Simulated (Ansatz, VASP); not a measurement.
NbTe: VASP beside Ansatz

The input INCAR:

```
SYSTEM = NbTe
ALGO     = Normal         ! electronic algorithm
EDIFF    = 1E-6           ! SCF threshold, eV
EDIFFG   = -0.01          ! ionic threshold
ENCUT    = 600            ! plane-wave cutoff, eV
GGA      = PS             ! functional
IBRION   = 2              ! ionic algorithm
ISIF     = 3              ! what is computed and relaxed
ISMEAR   = -1             ! smearing method
IVDW     = 12             ! dispersion correction
LASPH    = .TRUE.         ! aspherical terms in the spheres
LCHARG   = .FALSE.        ! write CHGCAR
LREAL    = .FALSE.        ! projectors in reciprocal space
LWAVE    = .FALSE.        ! write WAVECAR
NELM     = 80             ! most SCF steps
NSW      = 60             ! ionic steps
PREC     = Accurate       ! precision mode
SIGMA    = 0.05           ! smearing width, eV
```

The input KPOINTS:

```
k-points
0
G
  8 8 7
  0 0 0
```

Contents of POSCAR:

```
NbTe
1.0
    3.7029743866      0.0000000000      0.0000000000
   -1.8514871933      3.2068698884      0.0000000000
    0.0000000000      0.0000000000      3.6942110000
Te Nb
1 1
Direct
    0.6666666667      0.3333333333      0.0000000000
    0.0000000000      0.0000000000      0.5000000000
```

File input.yaml:

```yaml
crystal:
  lattice:
    - [3.7029743866, 0.0, 0.0]
    - [-1.8514871933, 3.2068698884, 0.0]
    - [0.0, 0.0, 3.694211]
  atoms:
    - { symbol: Te, position: [0.6666666667, 0.3333333333, 0.0] }
    - { symbol: Nb, position: [0.0, 0.0, 0.5] }
hamiltonian:
  xc: pbesol
  pseudopotentials: { kind: paw }
  dispersion: d3bj
kpoints:
  mp_grid: { grid: [8, 8, 7] }
scf:
  occupations: { method: fermi_dirac, width: 0.05 }
output:
  forces: true
  stress: true
  eigenvalues: true
  write_density: true
  write_potential: true
  elf: true
  volumetric_format: npy
relax:
  f_tol: 0.01
  max_steps: 40
  cell: { stress_tol: 0.05 }
```

Alike in both runs: task relaxation of cell and atoms; functional PBEsol; dispersion D3(BJ); k mesh 8 × 8 × 7; occupations fermi-dirac, width 0.05 eV; no spin polarisation.

|  | VASP | Ansatz |
| --- | --- | --- |
| version | VASP 6.6.1 | Ansatz 0.2.0 |
| potentials or method | VASP PAW PBE potentials, release 64 (Te, Nb_sv) | Ansatz PAW |
| plane-wave cutoff (eV) | 600 | 420 |
| valence electrons in the cell | 19 | 29 |

|  | VASP | Ansatz | Ansatz less VASP |
| --- | --- | --- | --- |
| gap on the k mesh at the Fermi level, each at its own relaxed structure (eV) | none | none | - |
| relaxed volume (Å³/atom) | 20.14 | 20.15 | +0.015 |
| relaxed cell length with the largest relative difference (Å) | 3.654 | 3.655 | +0.0010 |

VASP's potentials were made for PBE, not for PBEsol. A gap of «none» marks a metal or a gap that the smearing closes. VASP's potentials hold 19 valence electrons a cell and Ansatz's 29, so a difference there can come from the potentials and not from the codes.

Spin-orbit coupling is off throughout. Noted on Ansatz's run: the plane-wave basis is chosen anew once the cell has moved, so the energies of steps on either side of that aren't comparable.
